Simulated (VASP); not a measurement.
Ta9Al:

```
Al Ta
1.0
    -4.96387    4.96387   -1.65462
    -4.96387   -1.65462    4.96387
     1.65462    4.96387    4.96387
Al Ta
2 18
Direct
  0.20250 0.19505 0.19470
  0.70191 0.20031 0.69975
  0.00000 0.99942 0.00462
  0.49464 0.50387 0.00020
  0.60085 0.09500 0.10481
  0.10185 0.59562 0.10135
  0.70016 0.70045 0.20153
  0.80119 0.29811 0.29994
  0.29533 0.80299 0.29710
  0.39995 0.39976 0.39884
  0.50052 0.99755 0.49877
  0.00101 0.49995 0.50405
  0.10007 0.10373 0.59492
  0.90510 0.90419 0.40177
  0.60052 0.59905 0.59781
  0.19711 0.70118 0.70285
  0.30203 0.30235 0.79808
  0.80463 0.79940 0.79665
  0.89828 0.40338 0.89771
  0.39711 0.90040 0.90111
```

- Program: VASP 6.6.1
- Task: relaxation of cell and atoms
- Functional: PBE
- Potentials or basis: VASP PAW PBE potentials, release 64 (Al, Ta_pv)
- Cutoff: 600 eV
- k mesh: 2 × 2 × 2, shifted
- Occupations: gaussian, width 0.1 eV
- Spin: no spin polarisation

At the start: pressure -0.8 GPa; volume 18.12 Å³/atom.

Problem. Where does the relaxation end?

Solution. Over 11 steps the energy falls by 12.4 meV/atom and the volume is 18.01 Å³/atom (-0.6 %); space group P1 (No. 1, to 0.1 Å) before, P2/m (No. 10, to 0.1 Å).

Step by step:
```
step  energy change (eV)  largest force (eV/Å)  pressure (GPa)  volume (Å³)
   1              0.0000                0.9656           -0.83       362.40
   2             -0.1962                0.3170            1.57       357.46
   3             -0.1975                0.2642            1.81       357.02
   4             -0.1849                0.2134           -2.47       365.63
   5             -0.2309                0.1438           -0.21       360.95
   6             -0.2412                0.1015           -0.07       360.67
   7             -0.2430                0.0999            0.03       360.49
   8             -0.2453                0.0577           -0.05       360.62
   9             -0.2466                0.0531           -0.15       360.79
  10             -0.2470                0.0290            0.38       359.77
  11             -0.2473                0.0392            0.17       360.20
```

Final structure:
```yaml
crystal:
  lattice:
    - [-4.94584, 5.03051, -1.57789]
    - [-4.94746, -1.60549, 4.94999]
    - [1.57746, 5.03100, 4.94898]
  atoms:
    - { symbol: Al, position: [0.20101, 0.19913, 0.19793] }
    - { symbol: Al, position: [0.70095, 0.19959, 0.69982] }
    - { symbol: Ta, position: [0.00220, 0.00022, 0.00129] }
    - { symbol: Ta, position: [0.50172, 0.49713, 0.00216] }
    - { symbol: Ta, position: [0.60269, 0.09971, 0.10173] }
    - { symbol: Ta, position: [0.09779, 0.59876, 0.09831] }
    - { symbol: Ta, position: [0.69988, 0.70010, 0.20017] }
    - { symbol: Ta, position: [0.79925, 0.30051, 0.29845] }
    - { symbol: Ta, position: [0.30205, 0.80114, 0.30200] }
    - { symbol: Ta, position: [0.39785, 0.39969, 0.39719] }
    - { symbol: Ta, position: [0.50256, 0.00000, 0.50222] }
    - { symbol: Ta, position: [0.00155, 0.49810, 0.50243] }
    - { symbol: Ta, position: [0.10263, 0.10071, 0.60052] }
    - { symbol: Ta, position: [0.89835, 0.90308, 0.39811] }
    - { symbol: Ta, position: [0.59789, 0.59824, 0.59853] }
    - { symbol: Ta, position: [0.20008, 0.70048, 0.70007] }
    - { symbol: Ta, position: [0.29871, 0.30109, 0.79694] }
    - { symbol: Ta, position: [0.80179, 0.80122, 0.80217] }
    - { symbol: Ta, position: [0.89798, 0.39998, 0.89801] }
    - { symbol: Ta, position: [0.39786, 0.90291, 0.89853] }
```

Caveat: the k points lie up to 0.45 Å⁻¹ apart in the final cell.
